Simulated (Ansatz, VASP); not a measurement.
**One calculation of Tl, two programs**

Contents of INCAR:

```
SYSTEM = Tl
PREC = Accurate ; ENCUT = 520
EDIFF = 1E-6 ; ISMEAR = -1
SIGMA = 0.1 ; LREAL = .FALSE.
LASPH = .TRUE. ; NELM = 60
ALGO = Normal ; ISIF = 2
LWAVE = .FALSE. ; LCHARG = .TRUE.
GGA = PS ; LELF = .TRUE.
LVHAR = .TRUE. ; NBANDS = 12
```

Contents of KPOINTS:

```
Automatic mesh
0
G
  11 11 11
  0 0 0
```

Contents of POSCAR:

```
Tl
1.0
    3.1394423914      0.0000000000      0.0000000000
    0.0000000000      3.1394423914      0.0000000000
    0.0000000000      0.0000000000      3.1394423914
Tl
1
Direct
    0.0000000000      0.0000000000      0.0000000000
```

Input for Ansatz:

```yaml
crystal:
  lattice:
    - [3.1394423914, 0.0, 0.0]
    - [0.0, 3.1394423914, 0.0]
    - [0.0, 0.0, 3.1394423914]
  atoms:
    - { symbol: Tl, position: [0.0, 0.0, 0.0] }
hamiltonian:
  xc: pbesol
  pseudopotentials:
    kind: paw
    azcp:
      Tl: "pseudopotentials/Tl.paw.azcp"
basis:
  ecutwfc: 420
  fft_grid_basis: typed
kpoints:
  mp_grid: { grid: [11, 11, 11], shift: [0, 0, 0] }
magnetization:
  spin_polarized: false
scf:
  occupations: { method: fermi_dirac, width: 0.1 }
  lower_state_search: "off"
output:
  stress: true
```

Alike in both runs: task single point; functional PBEsol; k mesh 11 × 11 × 11; occupations fermi-dirac, width 0.1 eV; no spin polarisation.

```csv
,VASP,Ansatz
version,VASP 6.6.1,Ansatz 0.2.0
potentials or method,"VASP PAW PBE potentials, release 64 (Tl_d), cutoff 520 eV","plane waves (420 eV) with PAW, scalar-relativistic"
valence electrons in the cell,13,13
```

```csv
,VASP,Ansatz,Ansatz less VASP
pressure (GPa),0.2,0.2,+0.04
```

VASP's potentials were made for PBE, not for PBEsol, and Ansatz warns of the same on its side.

Neither program's run includes spin-orbit coupling.
